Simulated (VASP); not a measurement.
# HfO2 (Fm-3m) in VASP: notebook, part 2 of 2

VASP 6.6.1. Earlier steps stand in the parts before.

## Step 3: Single point, PBE

File INCAR:

```
PREC = Accurate
ENCUT = 520
EDIFF = 1E-6
ISMEAR = 0
SIGMA = 0.01
LREAL = F
LASPH = T
NELM = 60
ALGO = Normal
ISIF = 2
LWAVE = F
LCHARG = T
GGA = PE
LELF = T
LVHAR = T
NBANDS = 18
```

File KPOINTS:

```
Automatic mesh
0
Gamma
  6 6 6
```

File POSCAR:

```
HfO2
1.0
    0.0000000000      2.5575000000      2.5575000000
    2.5575000000      0.0000000000      2.5575000000
    2.5575000000      2.5575000000      0.0000000000
Hf O
1 2
Direct
    0.0000000000      0.0000000000      0.0000000000
    0.2500000000      0.2500000000      0.2500000000
    0.7500000000      0.7500000000      0.7500000000
```

Potentials or basis: VASP PAW PBE potentials, release 64 (Hf_pv, O).

Command:

```sh
> cat potpaw_PBE.64/Hf_pv/POTCAR potpaw_PBE.64/O/POTCAR > POTCAR
> mpirun -np 1 vasp_std > vasp.out
```

OUTCAR:

```text
PREC = Accurate
   ENCUT = 520
   EDIFF = 1E-6
   ISMEAR = 0
   LREAL = F
   LASPH = T
   NELM = 60
   ISIF = 2
   GGA = PE

 ion  position               nearest neighbor table
   1  0.000  0.000  0.000-   3 2.21   3 2.21   3 2.21   2 2.21   3 2.21   2 2.21   2 2.21   2 2.21

   2  0.250  0.250  0.250-   1 2.21   1 2.21   1 2.21   1 2.21
   3  0.750  0.750  0.750-   1 2.21   1 2.21   1 2.21   1 2.21

  LATTYP: Found a face centered cubic cell.
 ALAT       =     5.1150000000

  Lattice vectors:

 A1 = (   0.0000000000,   2.5575000000,   2.5575000000)
 A2 = (   2.5575000000,   0.0000000000,   2.5575000000)
 A3 = (   2.5575000000,   2.5575000000,   0.0000000000)

Analysis of symmetry for initial positions (statically):
=====================================================================
 Subroutine PRICEL returns:
 Original cell was already a primitive cell.

 Routine SETGRP: Setting up the symmetry group for a
 face centered cubic supercell.

 Subroutine GETGRP returns: Found 48 space group operations
 (whereof 48 operations were pure point group operations)
[... 154 lines left out ...]

  energy without entropy =      -30.23360504  energy(sigma->0) =      -30.23360504

 E-fermi :   4.1178     XC(G=0): -11.6974

 val. band max:        4.0545454007   @ k =   0.5000   0.5000   0.0000
 cond. band min:       7.7839111625   @ k =   0.5000   0.5000   0.0000
 fundamental gap:      3.7293657618
 Fermi energy:         4.1177725493

 k-point     1 :       0.0000    0.0000    0.0000
  band No.  band energies     occupation
      1     -25.7562      2.00000
      2     -25.7562      2.00000
      3     -25.7562      2.00000
      4     -14.5140      2.00000
      5     -11.6119      2.00000
      6      -1.1273      2.00000
[... 313 lines left out ...]
      5     -12.5738      2.00000
      6      -1.6616      2.00000
[... 10 lines left out ...]
     17      16.9357      0.00000
     18      17.3374      0.00000

------------------------ aborting loop because EDIFF is reached ----------------------------------------

  FORCE on cell =-STRESS in cart. coord.  units (eV):
  Direction    XX          YY          ZZ          XY          YZ          ZX
  --------------------------------------------------------------------------------------
  -------------------------------------------------------------------------------------
  Total       -1.2510018     -1.2510018     -1.2510018     -0.0000000     -0.0000000      0.0000000
  in kB      -59.9089343    -59.9089343    -59.9089343     -0.0000000     -0.0000000      0.0000000
  external PRESSURE =     -59.9089343 kB  Pullay stress =       0.0000000 kB

 VOLUME and BASIS-vectors are now :
 -----------------------------------------------------------------------------
  energy-cutoff  :      520.00
  volume of cell :       33.46
      direct lattice vectors                 reciprocal lattice vectors
     0.000000000  2.557500000  2.557500000    -0.195503421  0.195503421  0.195503421
     2.557500000  0.000000000  2.557500000     0.195503421 -0.195503421  0.195503421
     2.557500000  2.557500000  0.000000000     0.195503421  0.195503421 -0.195503421

 POSITION                                       TOTAL-FORCE (eV/Angst)
 -----------------------------------------------------------------------------------
      0.00000      0.00000      0.00000        -0.000000     -0.000000     -0.000000
      1.27875      1.27875      1.27875         0.000000     -0.000000      0.000000
      3.83625      3.83625      3.83625        -0.000000      0.000000     -0.000000
 -----------------------------------------------------------------------------------
    total drift:                                0.000000      0.000000      0.000000

  FREE ENERGIE OF THE ION-ELECTRON SYSTEM (eV)
  ---------------------------------------------------
  free  energy   TOTEN  =       -30.2336050446 eV

  energy  without entropy=      -30.2336050446  energy(sigma->0) =      -30.23360504
```

Wall time 8.6 s (1 thread of AMD EPYC 9R14 (Zen 4), shared host); peak memory 0.13 GiB.

Results:

```yaml
Free_energy: -30.2336 eV
Pressure: -6.0 GPa
Band_gap_on_the_k_mesh: 3.73 eV, direct
```

Caveat: spin-orbit coupling is left out, which moves the levels of the heavy elements. A k mesh can miss the band edges.
